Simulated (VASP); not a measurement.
Wanted: the native input for a VASP 6.6.1 run.

| Quantity | Value |
| --- | --- |
| Task | single point |
| Functional | PBE |
| Potentials or basis | VASP PAW PBE potentials, release 64 (Ba_sv, Be) |
| Cutoff | 520 eV |
| k mesh | 12 × 12 × 12 |
| Occupations | gaussian, width 0.1 eV |
| Spin | no spin polarisation |
| Dipole correction | no |
| Further INCAR settings | ALGO = Fast; EDIFF = 1e-06; NBANDS = 16 |

The structure of BaBe3 lies in POSCAR:

```
BaBe3
1.0
    0.0000000000      3.3423446473      3.3423446473
    3.3423446473      0.0000000000      3.3423446473
    3.3423446473      3.3423446473      0.0000000000
Ba Be
1 3
Direct
    0.0000000000      0.0000000000      0.0000000000
    0.5000000000      0.5000000000      0.5000000000
    0.2500000000      0.2500000000      0.2500000000
    0.7500000000      0.7500000000      0.7500000000
```

The input as run:

INCAR

```
SYSTEM = BaBe3
PREC     = Accurate       ! precision mode
ENCUT    = 520            ! plane-wave cutoff, eV
EDIFF    = 1E-6           ! SCF threshold, eV
ISMEAR   = 0              ! smearing method
SIGMA    = 0.1            ! smearing width, eV
LREAL    = .False.        ! projectors in reciprocal space
LASPH    = .True.         ! aspherical terms in the spheres
NELM     = 80             ! most SCF steps
ALGO     = Fast           ! electronic algorithm
ISIF     = 2              ! what is computed and relaxed
LWAVE    = .False.        ! write WAVECAR
LCHARG   = .False.        ! write CHGCAR
GGA      = PE             ! functional
NBANDS   = 16             ! bands
```

KPOINTS

```
regular mesh
0
Gamma
  12 12 12
  0 0 0
```

Potentials or basis: VASP PAW PBE potentials, release 64 (Ba_sv, Be).

The run is started by

```sh
$ cat potpaw_PBE.64/Ba_sv/POTCAR potpaw_PBE.64/Be/POTCAR > POTCAR
$ mpirun -np 1 vasp_std > vasp.out
```

It gave:

The pressure is 0.3 GPa and the band gap on the k mesh is zero (band 8 reaches 3.08 eV, above the bottom of band 9 at 2.40 eV).

Caveat: spin-orbit coupling is left out, which moves the levels of the heavy elements.

It took 58 s on 1 thread of Intel(R) Xeon(R) Platinum 8488C (Sapphire Rapids), on a shared host, peak memory 0.26 GiB.
